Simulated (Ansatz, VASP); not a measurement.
C in VASP and in Ansatz

The input INCAR:

```
PREC     = Accurate       # precision mode
ENCUT    = 520            # plane-wave cutoff, eV
EDIFF    = 1E-6           # SCF threshold, eV
ISMEAR   = -1             # smearing method
SIGMA    = 0.05           # smearing width, eV
LREAL    = False          # projectors in reciprocal space
LASPH    = True           # aspherical terms in the spheres
NELM     = 80             # most SCF steps
ALGO     = Normal         # electronic algorithm
ISIF     = 2              # what is computed and relaxed
LWAVE    = False          # write WAVECAR
LCHARG   = False          # write CHGCAR
GGA      = RP             # functional
NBANDS   = 16             # bands
```

File KPOINTS:

```
regular mesh
0
Gamma
  14 14 3
```

POSCAR

```
C
1.0
    2.5724950232      0.0000000000      0.0000000000
   -1.2862475116      2.2278460412      0.0000000000
    0.0000000000      0.0000000000     10.0261952376
C
4
Direct
    1.0000000000      1.0000000000      0.2500000000
    0.0000000000      0.0000000000      0.7500000000
    0.3333333333      0.6666666667      0.2500000000
    0.6666666667      0.3333333333      0.7500000000
```

Input for Ansatz:

```yaml
crystal:
  lattice:
    - [2.5724950232, 0.0, 0.0]
    - [-1.2862475116, 2.2278460412, 0.0]
    - [0.0, 0.0, 10.0261952376]
  atoms:
    - { symbol: C, position: [1.0, 1.0, 0.25] }
    - { symbol: C, position: [0.0, 0.0, 0.75] }
    - { symbol: C, position: [0.3333333333, 0.6666666667, 0.25] }
    - { symbol: C, position: [0.6666666667, 0.3333333333, 0.75] }
hamiltonian:
  xc: rpbe
  pseudopotentials:
    kind: paw
    azcp:
      C: "pseudopotentials/C.paw.azcp"
basis:
  ecutwfc: 420
  fft_grid_basis: typed
kpoints:
  mp_grid: { grid: [14, 14, 3], shift: [0, 0, 0] }
magnetization:
  spin_polarized: false
scf:
  occupations: { method: fermi_dirac, width: 0.05 }
output:
  stress: true
```

Alike in both runs: task single point; functional RPBE; k mesh 14 × 14 × 3; occupations fermi-dirac, width 0.05 eV; no spin polarisation.

```csv
,VASP,Ansatz
version,VASP 6.6.1,Ansatz 0.2.0
potentials or method,"VASP PAW PBE potentials, release 64 (C), cutoff 520 eV","plane waves (420 eV) with PAW, scalar-relativistic"
valence electrons in the cell,16,16
```

Ansatz gave:

```
pressure (GPa)                                                : -17.2
traceless stress, the component that is largest in VASP (GPa) : 17.21
```

Question: Which values does VASP return?

Answer: Pressure (GPa): -17.1; traceless stress, the component that is largest in VASP (GPa): 16.97.

VASP's potentials were made for PBE, not for RPBE. With one functional, cell and mesh, what is left measures potentials, basis and numerics.
